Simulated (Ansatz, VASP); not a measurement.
## One calculation of Ti, two programs

Contents of INCAR:

```
PREC = Accurate
ENCUT = 520
EDIFF = 1E-6
ISMEAR = 0
SIGMA = 0.1
LREAL = False
LASPH = True
NELM = 80
ALGO = Normal
ISIF = 2
LWAVE = False
LCHARG = False
NBANDS = 12
```

The input KPOINTS:

```
regular mesh
0
Gamma
  8 8 8
```

Contents of POSCAR:

```
Ti
1.0
   -1.5630805785      1.5630805785      1.5630805785
    1.5630805785     -1.5630805785      1.5630805785
    1.5630805785      1.5630805785     -1.5630805785
Ti
1
Direct
    0.0000000000      0.0000000000      0.0000000000
```

Input for Ansatz:

```yaml
crystal:
  lattice:
    - [-1.5630805785110606, 1.563080578511061, 1.563080578511061]
    - [1.5630805785110606, -1.563080578511061, 1.5630805785110602]
    - [1.5630805785110606, 1.563080578511061, -1.563080578511061]
  atoms:
    - { symbol: Ti, position: [-8.553912426929779e-35, -6.795422025107446e-34, -1.0489695976785142e-33] }
basis:
  ecutwfc: 470.0
kpoints:
  mp_grid:
    grid: [8, 8, 8]
hamiltonian:
  xc: lda
scf:
  occupations:
    method: gaussian
output:
  forces: true
  stress: true
```

Alike in both runs: task single point; functional LDA; k mesh 8 × 8 × 8; no spin polarisation.

```csv
,VASP,Ansatz
version,VASP 6.6.1,Ansatz 0.2.0
potentials or method,"VASP PAW LDA potentials, release 64 (Ti_sv), cutoff 520 eV","plane waves, PAW"
occupations,"gaussian, width 0.1 eV",gaussian
valence electrons in the cell,12,12
```

Ansatz gave:

```
pressure (GPa) : 5.2
```

Which values does VASP return?

Pressure (GPa): 5.0.

LDA's correlation is that of Perdew and Zunger in VASP and of Perdew and Wang (1992) in Ansatz.
